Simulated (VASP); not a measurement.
# Na (Fm-3m) in VASP: notebook

Na is run at these levels: RPBE; tasks: single point.

Everything below comes from runs of VASP 6.6.1. Logs are shortened: lines on timing, memory, paths and dates and some standing lists are left out, and cuts for length are marked.

## 1. The cell of the first run

It takes space group Fm-3m (No. 225, cubic). The conventional cell has a = 5.181 Å, b = 5.181 Å, c = 5.181 Å, α = 90.00°, β = 90.00°, γ = 90.00°. Within 4.8 Å of Na (site symmetry m-3m) lie 12 Na at 3.66 Å.

## 2. Single point, RPBE (volume scaled by 0.88)

Input file INCAR:

```
ALGO = Normal
EDIFF = 1E-6
ENCUT = 520
GGA = RP
ISIF = 2
ISMEAR = -1
LASPH = T
LCHARG = T
LELF = T
LREAL = F
LVHAR = T
LWAVE = F
NBANDS = 10
NELM = 100
PREC = Accurate
SIGMA = 0.1
```

Input file KPOINTS:

```
k-points
0
Gamma
  11 11 11
```

Input file POSCAR:

```
Na
1.0
    0.0000000000      2.5904295745      2.5904295745
    2.5904295745      0.0000000000      2.5904295745
    2.5904295745      2.5904295745      0.0000000000
Na
1
Direct
    0.0000000000      0.0000000000      0.0000000000
```

Potentials or basis: VASP PAW PBE potentials, release 64 (Na_pv).

On the command line:

```sh
$ cat potpaw_PBE.64/Na_pv/POTCAR > POTCAR
$ mpirun -np 1 vasp_std > vasp.out
```

OUTCAR:

```text
EDIFF = 1E-6
   ENCUT = 520
   GGA = RP
   ISIF = 2
   ISMEAR = -1
   LASPH = T
   LREAL = F
   NELM = 100
   PREC = Accurate

 ion  position               nearest neighbor table
   1  0.000  0.000  0.000-

  LATTYP: Found a face centered cubic cell.
 ALAT       =     5.1808591490

  Lattice vectors:

 A1 = (   0.0000000000,   2.5904295745,   2.5904295745)
 A2 = (   2.5904295745,   0.0000000000,   2.5904295745)
 A3 = (   2.5904295745,   2.5904295745,   0.0000000000)

Analysis of symmetry for initial positions (statically):
=====================================================================
 Subroutine PRICEL returns:
 Original cell was already a primitive cell.

 Routine SETGRP: Setting up the symmetry group for a
 face centered cubic supercell.

 Subroutine GETGRP returns: Found 48 space group operations
 (whereof 48 operations were pure point group operations)
 out of a pool of 48 trial point group operations.

The static configuration has the point symmetry O_h .

Analysis of symmetry for dynamics (positions and initial velocities):
=====================================================================
 Subroutine PRICEL returns:
 Original cell was already a primitive cell.

 Routine SETGRP: Setting up the symmetry group for a
 face centered cubic supercell.

 Subroutine GETGRP returns: Found 48 space group operations
 (whereof 48 operations were pure point group operations)
 out of a pool of 48 trial point group operations.

The dynamic configuration has the point symmetry O_h .

 Subroutine INISYM returns: Found 48 space group operations
 (whereof 48 operations are pure point group operations),
 and found     1 'primitive' translations

----------------------------------------------------------------------------------------

                                     Primitive cell

  volume of cell :      34.7653

  direct lattice vectors                    reciprocal lattice vectors
     0.000000000  2.590429574  2.590429574    -0.193018179  0.193018179  0.193018179
     2.590429574  0.000000000  2.590429574     0.193018179 -0.193018179  0.193018179
     2.590429574  2.590429574  0.000000000     0.193018179  0.193018179 -0.193018179

  length of vectors
     3.663420637  3.663420637  3.663420637     0.334317293  0.334317293  0.334317293

  position of ions in fractional coordinates (direct lattice)
     0.000000000  0.000000000  0.000000000

  ion indices of the primitive-cell ions
   primitive index   ion index
                 1           1

----------------------------------------------------------------------------------------

 KPOINTS: k-points

Automatic generation of k-mesh.
 Grid dimensions read from file:
 generate k-points for:   11   11   11

 Generating k-lattice:

  Cartesian coordinates                     Fractional coordinates (reciprocal lattice)
    -0.017547107  0.017547107  0.017547107     0.090909091  0.000000000  0.000000000
     0.017547107 -0.017547107  0.017547107     0.000000000  0.090909091  0.000000000
     0.017547107  0.017547107 -0.017547107     0.000000000  0.000000000  0.090909091

  Length of vectors
     0.030392481  0.030392481  0.030392481

  Shift w.r.t. Gamma in fractional coordinates (k-lattice)
     0.000000000  0.000000000  0.000000000

 Subroutine IBZKPT returns following result:
 ===========================================

 Found     56 irreducible k-points:

 Following reciprocal coordinates:
            Coordinates               Weight
  0.000000  0.000000  0.000000      1.000000
  0.090909  0.000000  0.000000      8.000000
  0.181818  0.000000  0.000000      8.000000
  0.272727  0.000000  0.000000      8.000000
  0.363636  0.000000  0.000000      8.000000
  0.454545  0.000000  0.000000      8.000000
[... 16 lines left out ...]
 -0.272727  0.181818  0.000000     24.000000
 -0.181818  0.181818  0.000000     12.000000
 [... further k-points ...]
   k-points           NKPTS =     56   k-points in BZ     NKDIM =     56   number of bands    NBANDS=     10
   number of dos      NEDOS =    301   number of ions     NIONS =      1
   total plane-waves  NPLWV =  21952
   dimension x,y,z NGX =    28 NGY =   28 NGZ =   28
   dimension x,y,z NGXF=    56 NGYF=   56 NGZF=   56
   ions per type =               1
   NGX,Y,Z   is equivalent  to a cutoff of  12.71, 12.71, 12.71 a.u.
   NGXF,Y,Z  is equivalent  to a cutoff of  25.41, 25.41, 25.41 a.u.
 SYSTEM =  unknown system
   PREC   = accura    normal or accurate (medium, high low for compatibility)
   ISTART =      0    job   : 0-new  1-cont  2-samecut
   ICHARG =      2    charge: 1-file 2-atom 10-const
   ISPIN  =      1    spin polarized calculation?
   LNONCOLLINEAR =      F non collinear calculations
   LSORBIT =      F    spin-orbit coupling
   LASPH  =      T    aspherical Exc in radial PAW
   ENCUT  =  520.0 eV  38.22 Ry    6.18 a.u.   6.81  6.81  6.81*2*pi/ulx,y,z
   NELM   =    100;   NELMIN=  2; NELMDL= -5     # of ELM steps
   EDIFF  = 0.1E-05   stopping-criterion for ELM
   LREAL  =      F    real-space projection
   EDIFFG = 0.1E-04   stopping-criterion for IOM
   NSW    =      0    number of steps for IOM
   IBRION =     -1    ionic relax: 0-MD 1-quasi-New 2-CG
   NFREE  =      0    steps in history (QN), initial steepest desc. (CG)
   ISIF   =      2    stress and relaxation
   ISYM   =      2    0-nonsym 1-usesym 2-fastsym
   POTIM  = 0.5000    time-step for ionic-motion
   TEBEG  =    0.0;   TEEND  =   0.0 temperature during run
   PSTRESS=    0.0 pullay stress
   NELECT =       7.0000    total number of electrons
   NUPDOWN=      -1.0000    fix difference up-down
   EMIN   =  10.00;   EMAX   =-10.00  energy-range for DOS
   EFERMI =   0.00;   METHOD = LEGACY
   ISMEAR =    -1;   SIGMA  =   0.10  broadening in eV -4-tet -1-fermi 0-gaus
   EFERMI_NEDOS =   21; number of points for ismear=-14 and -15
   IALGO  =     38    algorithm
   IMIX   =      4    mixing-type and parameters
     AMIX     =   0.40;   BMIX     =  1.00
     AMIX_MAG =   1.60;   BMIX_MAG =  1.00
  volume/ion in A,a.u.               =      34.77       234.61
  Fermi-wavevector in a.u.,A,eV,Ry     =   0.959531  1.813251 12.526883  0.920700
  Thomas-Fermi vector in A             =   2.088735
   LORBIT       =      0    0 simple, 1 ext, 2 COOP (PROOUT), +10 PAW based schemes
   GGA     = RP    functional components
   LHFCALC =     F    Hartree Fock is set to
   AEXX    =    0.0000 exact exchange contribution
   IVDW    =     0    specifies the selected vdW correction
   LEPSILON=     F    determine dielectric tensor
   LRPA    =     F    only Hartree local field effects (RPA)
 non-spin polarized calculation
  energy-cutoff  :      520.00
  volume of cell :       34.77
 maximum number of plane-waves:       950
   NGX = 13   NGY = 13   NGZ = 13

 number of electron       7.0000010 magnetization

 Free energy of the ion-electron system (eV)
  ---------------------------------------------------
  ext. energy  EPLUGINS =         0.00000000
  ---------------------------------------------------
  free energy    TOTEN  =        -1.18658973 eV

  energy without entropy =       -1.17036688  energy(sigma->0) =       -1.17847831

 E-fermi :   0.6592     XC(G=0):  -6.5487

 val. band max:        0.5656202119   @ k =   0.4545   0.2727   0.0000
 cond. band min:       0.6830913053   @ k =   0.4545   0.0000   0.0000
 fundamental gap:      0.1174710935
 Fermi energy:         0.6591919316

 k-point     1 :       0.0000    0.0000    0.0000
  band No.  band energies     occupation
      1     -24.2096      2.00000
      2     -24.2095      2.00000
      3     -24.2095      2.00000
      4      -2.7719      2.00000
      5      12.1454      0.00000
      6      12.1454      0.00000
      7      12.1454      0.00000
      8      13.1997      0.00000
      9      13.9670      0.00000
     10      13.9670      0.00000

 k-point     2 :       0.0909    0.0000    0.0000
  band No.  band energies     occupation
      1     -24.2130      2.00000
      2     -24.2100      2.00000
      3     -24.2100      2.00000
      4      -2.6281      2.00000
      5      10.2921      0.00000
      6      11.9017      0.00000
      7      11.9017      0.00000
      8      13.3063      0.00000
      9      14.4080      0.00000
     10      14.4080      0.00000

 k-point     3 :       0.1818    0.0000    0.0000
  band No.  band energies     occupation
      1     -24.2223      2.00000
      2     -24.2113      2.00000
      3     -24.2113      2.00000
      4      -2.1992      2.00000
      5       8.0054      0.00000
      6      11.5172      0.00000
      7      11.5173      0.00000
      8      12.7980      0.00000
      9      14.6897      0.00000
     10      14.6897      0.00000

 k-point     4 :       0.2727    0.0000    0.0000
  band No.  band energies     occupation
      1     -24.2345      2.00000
      2     -24.2130      2.00000
      3     -24.2129      2.00000
      4      -1.4929      2.00000
      5       5.8679      0.00000
      6      11.2454      0.00000
      7      11.2454      0.00000
      8      12.4145      0.00000
      9      13.7508      0.00000
     10      13.7508      0.00000
[... 222 lines left out ...]
 k-point    22 :      -0.3636    0.1818    0.0000
  band No.  band energies     occupation
      1     -24.2466      2.00000
      2     -24.2248      2.00000
      3     -24.2165      2.00000
      4       0.7374      0.62774
      5       3.2354      0.00000
      6       7.1363      0.00000
      7      10.2131      0.00000
      8      11.1824      0.00000
      9      14.3631      0.00000
     10      15.4268      0.00000

 k-point    23 :      -0.2727    0.1818    0.0000
  band No.  band energies     occupation
      1     -24.2406      2.00000
      2     -24.2234      2.00000
      3     -24.2145      2.00000
      4      -0.3842      1.99994
      5       4.9497      0.00000
      6       7.0957      0.00000
      7      10.9548      0.00000
      8      11.9727      0.00000
      9      14.0786      0.00000
     10      15.2432      0.00000

 k-point    24 :      -0.1818    0.1818    0.0000
  band No.  band energies     occupation
      1     -24.2334      2.00000
      2     -24.2196      2.00000
      3     -24.2126      2.00000
      4      -1.2597      2.00000
      5       6.5754      0.00000
      6       7.6257      0.00000
      7      11.9244      0.00000
      8      12.9493      0.00000
      9      13.6078      0.00000
     10      14.9414      0.00000

 [... further k-points ...]

------------------------ aborting loop because EDIFF is reached ----------------------------------------

  FORCE on cell =-STRESS in cart. coord.  units (eV):
  Direction    XX          YY          ZZ          XY          YZ          ZX
  --------------------------------------------------------------------------------------
  -------------------------------------------------------------------------------------
  Total        0.2505359      0.2505359      0.2505359     -0.0000000     -0.0000000     -0.0000000
  in kB       11.5460956     11.5460956     11.5460956     -0.0000000     -0.0000000     -0.0000000
  external PRESSURE =      11.5460956 kB  Pullay stress =       0.0000000 kB

 VOLUME and BASIS-vectors are now :
 -----------------------------------------------------------------------------
  energy-cutoff  :      520.00
  volume of cell :       34.77
      direct lattice vectors                 reciprocal lattice vectors
     0.000000000  2.590429574  2.590429574    -0.193018179  0.193018179  0.193018179
     2.590429574  0.000000000  2.590429574     0.193018179 -0.193018179  0.193018179
     2.590429574  2.590429574  0.000000000     0.193018179  0.193018179 -0.193018179

 POSITION                                       TOTAL-FORCE (eV/Angst)
 -----------------------------------------------------------------------------------
      0.00000      0.00000      0.00000        -0.000000      0.000000     -0.000000
 -----------------------------------------------------------------------------------
    total drift:                               -0.000000     -0.000000     -0.000000

  FREE ENERGIE OF THE ION-ELECTRON SYSTEM (eV)
  ---------------------------------------------------
  free  energy   TOTEN  =        -1.1865897287 eV

  energy  without entropy=       -1.1703668847  energy(sigma->0) =       -1.17847831
```

Wall time 27 s (1 thread of Intel Xeon 6975P-C, shared host); peak memory 0.15 GiB.

What came out:

```
Free energy : -1.1866 eV
Pressure    : 1.2 GPa
```

Caveat: the cell differs from its parent crystal (volume scaled by 0.88); the PAW data sets were made with another functional, which shifts forces and pressure a little.

## 3. Single point, RPBE (volume scaled by 0.92)

Input file INCAR:

```
PREC = Accurate
ENCUT = 520
EDIFF = 1E-6
ISMEAR = -1
SIGMA = 0.1
LREAL = F
LASPH = T
NELM = 100
ALGO = Normal
ISIF = 2
LWAVE = F
LCHARG = F
GGA = RP
NBANDS = 10
```

Input file KPOINTS:

```
regular mesh
0
Gamma
  11 11 11
```

Input file POSCAR:

```
Na
1.0
    0.0000000000      2.6290984034      2.6290984034
    2.6290984034      0.0000000000      2.6290984034
    2.6290984034      2.6290984034      0.0000000000
Na
1
Direct
    0.0000000000      0.0000000000      0.0000000000
```

Potentials or basis: VASP PAW PBE potentials, release 64 (Na_pv).

On the command line:

```sh
$ cat potpaw_PBE.64/Na_pv/POTCAR > POTCAR
$ mpirun -np 1 vasp_std > vasp.out
```

Wall time 26 s (1 thread of Intel Xeon 6975P-C, shared host); peak memory 0.15 GiB.

It converged, with:

```yaml
Free_energy: -1.1958 eV
Pressure: 0.7 GPa
```

Levels at points of the mesh, in eV from the Fermi level:
```
           k point  band 1  band 2  band 3  band 4  band 5  band 6  band 7  band 8  band 9
(0.00, 0.00, 0.00)  -24.90  -24.90  -24.90   -3.33   11.21   11.21   11.21   12.23   12.90
```

Caveat: the cell differs from its parent crystal (volume scaled by 0.92); the PAW data sets were made with another functional, which shifts forces and pressure a little.

## 4. Single point, RPBE (volume scaled by 0.96)

Input file INCAR:

```
PREC = Accurate ; ENCUT = 520
EDIFF = 1E-6 ; ISMEAR = -1
SIGMA = 0.1 ; LREAL = F
LASPH = T ; NELM = 60
ALGO = Normal ; ISIF = 2
LWAVE = F ; LCHARG = F
GGA = RP ; NBANDS = 10
```

Input file KPOINTS:

```
Automatic mesh
0
Gamma
  11 11 11
```

Input file POSCAR:

```
Na
1.0
    0.0000000000      2.6666620271      2.6666620271
    2.6666620271      0.0000000000      2.6666620271
    2.6666620271      2.6666620271      0.0000000000
Na
1
Direct
    0.0000000000      0.0000000000      0.0000000000
```

On the command line:

```sh
$ cat potpaw_PBE.64/Na_pv/POTCAR > POTCAR
$ mpirun -np 1 vasp_std > vasp.out
```

It took 24 s on 1 thread of Intel Xeon 6975P-C, shared host; peak memory 0.15 GiB.

It converged, with:

```
Free energy : -1.2010 eV
Pressure    : 0.3 GPa
```

Levels at points of the mesh, in eV from the Fermi level:
| k point | band 1 | band 2 | band 3 | band 4 | band 5 | band 6 | band 7 | band 8 | band 9 |
| --- | --- | --- | --- | --- | --- | --- | --- | --- | --- |
| (0.00, 0.00, 0.00) | -24.93 | -24.93 | -24.93 | -3.24 | 10.95 | 10.95 | 10.95 | 11.95 | 12.52 |

Caveat: the cell differs from its parent crystal (volume scaled by 0.96); the PAW data sets were made with another functional, which shifts forces and pressure a little.

## 5. Single point, RPBE

This run uses another cell than the first one, of 39.51 Å³/atom, 1.136 times its volume.

Input file INCAR:

```
  PREC = Accurate
  ENCUT = 520
  EDIFF = 1E-6
  ISMEAR = -1
  SIGMA = 0.1
  LREAL = F
  LASPH = T
  NELM = 100
  ALGO = Normal
  ISIF = 2
  LWAVE = F
  LCHARG = F
  GGA = RP
  NBANDS = 10
```

KPOINTS is that of step 4.

Input file POSCAR:

```
Na
1.0
    0.0000000000      2.7031961838      2.7031961838
    2.7031961838      0.0000000000      2.7031961838
    2.7031961838      2.7031961838      0.0000000000
Na
1
Direct
    0.0000000000      0.0000000000      0.0000000000
```

On the command line:

```sh
$ cat potpaw_PBE.64/Na_pv/POTCAR > POTCAR
$ mpirun -np 1 vasp_std > vasp.out
```

Wall time 22 s (1 thread of Intel Xeon 6975P-C, shared host); peak memory 0.16 GiB.

Results (log left out):

* Free energy: -1.2028 eV
* Pressure: 0.0 GPa

Levels at points of the mesh, in eV from the Fermi level:
| k point | band 1 | band 2 | band 3 | band 4 | band 5 | band 6 | band 7 | band 8 | band 9 |
| --- | --- | --- | --- | --- | --- | --- | --- | --- | --- |
| (0.00, 0.00, 0.00) | -24.96 | -24.96 | -24.96 | -3.16 | 10.71 | 10.71 | 10.71 | 11.68 | 12.16 |

Caveat: the PAW data sets were made with another functional, which shifts forces and pressure a little.

## 6. Summary

| cell | gap on the mesh (eV) | pressure (GPa) |
| --- | --- | --- |
| a = 3.663 Å, angles 60.0°, 1 atom | none | 1.2 |
| a = 3.718 Å, angles 60.0°, 1 atom | none | 0.7 |
| a = 3.771 Å, angles 60.0°, 1 atom | none | 0.3 |
| a = 3.823 Å, angles 60.0°, 1 atom | none | 0.0 |

Alike in all rows: task single point; level RPBE; potentials or basis VASP PAW PBE potentials, release 64 (Na_pv); no spin polarisation; k mesh 11 × 11 × 11; cutoff (eV) 520; smearing fermi-dirac 0.1 eV.

Caveats: the PAW data sets were made with another functional, which shifts forces and pressure a little.

Total energies depend on the potentials used, so only differences within one code and one set of settings carry meaning.
